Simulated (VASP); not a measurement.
# NaH (Fm-3m) in VASP: a series of runs

The runs below take NaH through single point, with PBEsol.

Program: VASP 6.6.1. These are calculated values, not measurements. Logs are shortened: lines on timing, memory, paths and dates and some standing lists are left out, and cuts for length are marked.

## 1. The cell of the first run

The structure is cubic, space group Fm-3m (No. 225). Conventional cell: a = 4.814 Å, b = 4.814 Å, c = 4.814 Å, α = 90.00°, β = 90.00°, γ = 90.00°. Na (site symmetry m-3m) has 6 H at 2.41 Å within 3.2 Å. Within 3.2 Å of H (site symmetry m-3m) lie 6 Na at 2.41 Å.

## 2. Single point, PBEsol (volume scaled by 0.96)

Contents of INCAR:

```
PREC     = Accurate       # precision mode
ENCUT    = 520            # plane-wave cutoff, eV
EDIFF    = 1E-6           # SCF threshold, eV
ISMEAR   = -1             # smearing method
SIGMA    = 0.05           # smearing width, eV
LREAL    = False          # projectors in reciprocal space
LASPH    = True           # aspherical terms in the spheres
NELM     = 60             # most SCF steps
ALGO     = Normal         # electronic algorithm
ISIF     = 2              # what is computed and relaxed
LWAVE    = False          # write WAVECAR
LCHARG   = False          # write CHGCAR
GGA      = PS             # functional
NBANDS   = 11             # bands
```

Contents of KPOINTS:

```
regular mesh
0
Gamma
  9 9 9
```

Contents of POSCAR:

```
NaH
1.0
    0.0000000000      2.4070229845      2.4070229845
    2.4070229845      0.0000000000      2.4070229845
    2.4070229845      2.4070229845      0.0000000000
Na H
1 1
Direct
    0.0000000000      0.0000000000      0.0000000000
    0.5000000000      0.5000000000      0.5000000000
```

Potentials or basis: VASP PAW PBE potentials, release 64 (Na_pv, H).

Launch:

```console
> cat potpaw_PBE.64/Na_pv/POTCAR potpaw_PBE.64/H/POTCAR > POTCAR
> mpirun -np 1 vasp_std > vasp.out
```

OUTCAR:

```text
PREC = Accurate
   ENCUT = 520
   EDIFF = 1E-6
   ISMEAR = -1
   LREAL = False
   LASPH = True
   NELM = 60
   ISIF = 2
   GGA = PS

 ion  position               nearest neighbor table
   1  0.000  0.000  0.000-
   2  0.500  0.500  0.500-

  LATTYP: Found a face centered cubic cell.
 ALAT       =     4.8140459690

  Lattice vectors:

 A1 = (   0.0000000000,   2.4070229845,   2.4070229845)
 A2 = (   2.4070229845,   0.0000000000,   2.4070229845)
 A3 = (   2.4070229845,   2.4070229845,   0.0000000000)

Analysis of symmetry for initial positions (statically):
=====================================================================
 Subroutine PRICEL returns:
 Original cell was already a primitive cell.

 Routine SETGRP: Setting up the symmetry group for a
 face centered cubic supercell.

 Subroutine GETGRP returns: Found 48 space group operations
 (whereof 48 operations were pure point group operations)
 out of a pool of 48 trial point group operations.

The static configuration has the point symmetry O_h .

Analysis of symmetry for dynamics (positions and initial velocities):
=====================================================================
 Subroutine PRICEL returns:
 Original cell was already a primitive cell.

 Routine SETGRP: Setting up the symmetry group for a
 face centered cubic supercell.

 Subroutine GETGRP returns: Found 48 space group operations
 (whereof 48 operations were pure point group operations)
 out of a pool of 48 trial point group operations.

The dynamic configuration has the point symmetry O_h .

 Subroutine INISYM returns: Found 48 space group operations
 (whereof 48 operations are pure point group operations),
 and found     1 'primitive' translations

----------------------------------------------------------------------------------------

                                     Primitive cell

  volume of cell :      27.8914

  direct lattice vectors                    reciprocal lattice vectors
     0.000000000  2.407022985  2.407022985    -0.207725478  0.207725478  0.207725478
     2.407022985  0.000000000  2.407022985     0.207725478 -0.207725478  0.207725478
     2.407022985  2.407022985  0.000000000     0.207725478  0.207725478 -0.207725478

  length of vectors
     3.404044550  3.404044550  3.404044550     0.359791082  0.359791082  0.359791082

  position of ions in fractional coordinates (direct lattice)
     0.000000000  0.000000000  0.000000000
     0.500000000  0.500000000  0.500000000

  ion indices of the primitive-cell ions
   primitive index   ion index
                 1           1
                 2           2

----------------------------------------------------------------------------------------

 KPOINTS: regular mesh

Automatic generation of k-mesh.
 Grid dimensions read from file:
 generate k-points for:    9    9    9

 Generating k-lattice:

  Cartesian coordinates                     Fractional coordinates (reciprocal lattice)
    -0.023080609  0.023080609  0.023080609     0.111111111  0.000000000  0.000000000
     0.023080609 -0.023080609  0.023080609     0.000000000  0.111111111  0.000000000
     0.023080609  0.023080609 -0.023080609     0.000000000  0.000000000  0.111111111

  Length of vectors
     0.039976787  0.039976787  0.039976787

  Shift w.r.t. Gamma in fractional coordinates (k-lattice)
     0.000000000  0.000000000  0.000000000

 Subroutine IBZKPT returns following result:
 ===========================================

 Found     35 irreducible k-points:

 Following reciprocal coordinates:
            Coordinates               Weight
  0.000000  0.000000  0.000000      1.000000
  0.111111  0.000000  0.000000      8.000000
  0.222222  0.000000  0.000000      8.000000
  0.333333  0.000000  0.000000      8.000000
  0.444444  0.000000  0.000000      8.000000
  0.111111  0.111111  0.000000      6.000000
[... 16 lines left out ...]
 -0.333333  0.333333  0.000000     12.000000
  0.444444  0.444444  0.000000      6.000000
 [... further k-points ...]
   k-points           NKPTS =     35   k-points in BZ     NKDIM =     35   number of bands    NBANDS=     11
   number of dos      NEDOS =    301   number of ions     NIONS =      2
   total plane-waves  NPLWV =  21952
   dimension x,y,z NGX =    28 NGY =   28 NGZ =   28
   dimension x,y,z NGXF=    56 NGYF=   56 NGZF=   56
   ions per type =               1   1
   NGX,Y,Z   is equivalent  to a cutoff of  13.67, 13.67, 13.67 a.u.
   NGXF,Y,Z  is equivalent  to a cutoff of  27.35, 27.35, 27.35 a.u.
 SYSTEM =  unknown system
   PREC   = accura    normal or accurate (medium, high low for compatibility)
   ISTART =      0    job   : 0-new  1-cont  2-samecut
   ICHARG =      2    charge: 1-file 2-atom 10-const
   ISPIN  =      1    spin polarized calculation?
   LNONCOLLINEAR =      F non collinear calculations
   LSORBIT =      F    spin-orbit coupling
   LASPH  =      T    aspherical Exc in radial PAW
   ENCUT  =  520.0 eV  38.22 Ry    6.18 a.u.   6.33  6.33  6.33*2*pi/ulx,y,z
   NELM   =     60;   NELMIN=  2; NELMDL= -5     # of ELM steps
   EDIFF  = 0.1E-05   stopping-criterion for ELM
   LREAL  =      F    real-space projection
   EDIFFG = 0.1E-04   stopping-criterion for IOM
   NSW    =      0    number of steps for IOM
   IBRION =     -1    ionic relax: 0-MD 1-quasi-New 2-CG
   NFREE  =      0    steps in history (QN), initial steepest desc. (CG)
   ISIF   =      2    stress and relaxation
   ISYM   =      2    0-nonsym 1-usesym 2-fastsym
   POTIM  = 0.5000    time-step for ionic-motion
   TEBEG  =    0.0;   TEEND  =   0.0 temperature during run
   PSTRESS=    0.0 pullay stress
   NELECT =       8.0000    total number of electrons
   NUPDOWN=      -1.0000    fix difference up-down
   EMIN   =  10.00;   EMAX   =-10.00  energy-range for DOS
   EFERMI =   0.00;   METHOD = LEGACY
   ISMEAR =    -1;   SIGMA  =   0.05  broadening in eV -4-tet -1-fermi 0-gaus
   EFERMI_NEDOS =   21; number of points for ismear=-14 and -15
   IALGO  =     38    algorithm
   IMIX   =      4    mixing-type and parameters
     AMIX     =   0.40;   BMIX     =  1.00
     AMIX_MAG =   1.60;   BMIX_MAG =  1.00
  volume/ion in A,a.u.               =      13.95        94.11
  Fermi-wavevector in a.u.,A,eV,Ry     =   1.079646  2.040235 15.859425  1.165635
  Thomas-Fermi vector in A             =   2.215616
   LORBIT       =      0    0 simple, 1 ext, 2 COOP (PROOUT), +10 PAW based schemes
   GGA     = PS    functional components
   LHFCALC =     F    Hartree Fock is set to
   AEXX    =    0.0000 exact exchange contribution
   IVDW    =     0    specifies the selected vdW correction
   LEPSILON=     F    determine dielectric tensor
   LRPA    =     F    only Hartree local field effects (RPA)
 non-spin polarized calculation
  energy-cutoff  :      520.00
  volume of cell :       27.89
 maximum number of plane-waves:       766
 NGX is ok and might be reduce to    28
   NGX = 13   NGY = 13   NGZ = 13

 number of electron       7.9999995 magnetization

 Free energy of the ion-electron system (eV)
  ---------------------------------------------------
  ext. energy  EPLUGINS =         0.00000000
  ---------------------------------------------------
  free energy    TOTEN  =        -5.08565543 eV

  energy without entropy =       -5.08565543  energy(sigma->0) =       -5.08565543

 E-fermi :  -0.0103     XC(G=0):  -7.9292

 val. band max:       -1.1252748542   @ k =  -0.3333   0.4444   0.1111
 cond. band min:       2.7670290388   @ k =  -0.4444   0.1111   0.0000
 fundamental gap:      3.8923038930
 Fermi energy:        -0.0103130286

 k-point     1 :       0.0000    0.0000    0.0000
  band No.  band energies     occupation
      1     -23.0365      2.00000
      2     -23.0365      2.00000
      3     -23.0365      2.00000
      4      -4.8140      2.00000
      5       9.4578      0.00000
      6      14.4251      0.00000
      7      14.4251      0.00000
      8      14.4251      0.00000
      9      15.4015      0.00000
     10      15.4015      0.00000
     11      15.4015      0.00000

 k-point     2 :       0.1111    0.0000    0.0000
  band No.  band energies     occupation
      1     -23.0484      2.00000
      2     -23.0379      2.00000
      3     -23.0379      2.00000
      4      -4.5968      2.00000
      5       8.7253      0.00000
      6      12.0695      0.00000
      7      13.7511      0.00000
      8      13.7511      0.00000
      9      16.2275      0.00000
     10      16.2275      0.00000
     11      16.3164      0.00000

 k-point     3 :       0.2222    0.0000    0.0000
  band No.  band energies     occupation
      1     -23.0784      2.00000
      2     -23.0415      2.00000
      3     -23.0415      2.00000
      4      -3.9705      2.00000
      5       6.6959      0.00000
      6      10.5931      0.00000
      7      13.0106      0.00000
      8      13.0106      0.00000
      9      16.4782      0.00000
     10      16.4782      0.00000
     11      17.4459      0.00000

 k-point     4 :       0.3333    0.0000    0.0000
  band No.  band energies     occupation
      1     -23.1121      2.00000
      2     -23.0455      2.00000
      3     -23.0455      2.00000
      4      -3.0351      2.00000
      5       4.4179      0.00000
      6       9.9468      0.00000
      7      12.5156      0.00000
      8      12.5156      0.00000
      9      15.7689      0.00000
     10      15.7689      0.00000
     11      18.0031      0.00000

 k-point     5 :       0.4444    0.0000    0.0000
  band No.  band energies     occupation
      1     -23.1339      2.00000
      2     -23.0482      2.00000
      3     -23.0482      2.00000
      4      -2.1272      2.00000
      5       2.7842      0.00000
      6       9.6812      0.00000
      7      12.2714      0.00000
      8      12.2714      0.00000
      9      15.3150      0.00000
     10      15.3150      0.00000
     11      17.8886      0.00000
[... 211 lines left out ...]
 k-point    21 :       0.4444    0.3333    0.0000
  band No.  band energies     occupation
      1     -23.1159      2.00000
      2     -23.0700      2.00000
      3     -23.0651      2.00000
      4      -1.8447      2.00000
      5       4.2064      0.00000
      6       7.5534      0.00000
      7       9.8798      0.00000
      8      10.5247      0.00000
      9      12.7261      0.00000
     10      20.6694      0.00000
     11      21.8728      0.00000

 k-point    22 :      -0.4444    0.3333    0.0000
  band No.  band energies     occupation
      1     -23.1146      2.00000
      2     -23.0848      2.00000
      3     -23.0637      2.00000
      4      -1.2992      2.00000
      5       3.9062      0.00000
      6       5.7430      0.00000
      7      10.0428      0.00000
      8      10.6536      0.00000
      9      15.0799      0.00000
     10      20.4765      0.00000
     11      20.9694      0.00000

 k-point    23 :      -0.3333    0.3333    0.0000
  band No.  band energies     occupation
      1     -23.1024      2.00000
      2     -23.0995      2.00000
      3     -23.0583      2.00000
      4      -1.3387      2.00000
      5       4.4835      0.00000
      6       4.6195      0.00000
      7      10.5713      0.00000
      8      11.2261      0.00000
      9      17.2894      0.00000
     10      20.1066      0.00000
     11      20.6295      0.00000

 k-point    24 :       0.4444    0.4444    0.0000
  band No.  band energies     occupation
      1     -23.1236      2.00000
      2     -23.0694      2.00000
      3     -23.0694      2.00000
      4      -1.4377      2.00000
      5       3.6077      0.00000
      6       8.8376      0.00000
      7       9.5742      0.00000
      8       9.5742      0.00000
      9      10.9192      0.00000
     10      22.3935      0.00000
     11      24.1508      0.00000

 [... further k-points ...]

------------------------ aborting loop because EDIFF is reached ----------------------------------------

  FORCE on cell =-STRESS in cart. coord.  units (eV):
  Direction    XX          YY          ZZ          XY          YZ          ZX
  --------------------------------------------------------------------------------------
  -------------------------------------------------------------------------------------
  Total       -0.0606441     -0.0606441     -0.0606441      0.0000000      0.0000000      0.0000000
  in kB       -3.4836005     -3.4836005     -3.4836005      0.0000000      0.0000000      0.0000000
  external PRESSURE =      -3.4836005 kB  Pullay stress =       0.0000000 kB

 VOLUME and BASIS-vectors are now :
 -----------------------------------------------------------------------------
  energy-cutoff  :      520.00
  volume of cell :       27.89
      direct lattice vectors                 reciprocal lattice vectors
     0.000000000  2.407022985  2.407022985    -0.207725478  0.207725478  0.207725478
     2.407022985  0.000000000  2.407022985     0.207725478 -0.207725478  0.207725478
     2.407022985  2.407022985  0.000000000     0.207725478  0.207725478 -0.207725478

 POSITION                                       TOTAL-FORCE (eV/Angst)
 -----------------------------------------------------------------------------------
      0.00000      0.00000      0.00000        -0.000000      0.000000     -0.000000
      2.40702      2.40702      2.40702         0.000000     -0.000000      0.000000
 -----------------------------------------------------------------------------------
    total drift:                               -0.000000     -0.000000     -0.000000

  FREE ENERGIE OF THE ION-ELECTRON SYSTEM (eV)
  ---------------------------------------------------
  free  energy   TOTEN  =        -5.0856554344 eV

  energy  without entropy=       -5.0856554344  energy(sigma->0) =       -5.08565543
```

Run time: 16 s. Hardware: 1 thread of Intel Xeon 8259CL, shared host; peak memory 0.15 GiB.

Results:

```yaml
Free_energy: -5.0857 eV
Pressure: -0.3 GPa
Band_gap_on_the_k_mesh: 3.89 eV, indirect (least direct gap 4.63 eV)
```

Caveat: the PAW data sets were made with another functional, which shifts forces and pressure a little.

## 3. Single point, PBEsol (volume scaled by 0.98)

Contents of INCAR:

```
ALGO = Normal
EDIFF = 1E-7
ENCUT = 520
GGA = PS
ISIF = 2
ISMEAR = -1
LASPH = True
LCHARG = False
LREAL = False
LWAVE = False
NBANDS = 11
NELM = 80
PREC = Accurate
SIGMA = 0.05
```

Contents of KPOINTS:

```
k-points
0
Gamma
  9 9 9
```

Contents of POSCAR:

```
NaH
1.0
    0.0000000000      2.4236236676      2.4236236676
    2.4236236676      0.0000000000      2.4236236676
    2.4236236676      2.4236236676      0.0000000000
Na H
1 1
Direct
    0.0000000000      0.0000000000      0.0000000000
    0.5000000000      0.5000000000      0.5000000000
```

Potentials or basis: VASP PAW PBE potentials, release 64 (Na_pv, H).

Launch:

```console
> cat potpaw_PBE.64/Na_pv/POTCAR potpaw_PBE.64/H/POTCAR > POTCAR
> mpirun -np 1 vasp_std > vasp.out
```

Wall time 20 s (1 thread of Intel Xeon 8259CL, shared host); peak memory 0.15 GiB.

It converged, with:

- Free energy: -5.0839 eV
- Pressure: -0.8 GPa
- Band gap on the k mesh: 3.86 eV, indirect (least direct gap 4.59 eV)

Levels at points of the mesh, in eV from the valence-band top:
```
           k point  band 2  band 3  band 4  band 5  band 6  band 7
(0.00, 0.00, 0.00)  -21.95  -21.95   -3.63   10.40   15.40   15.40
```

Caveat: the PAW data sets were made with another functional, which shifts forces and pressure a little.
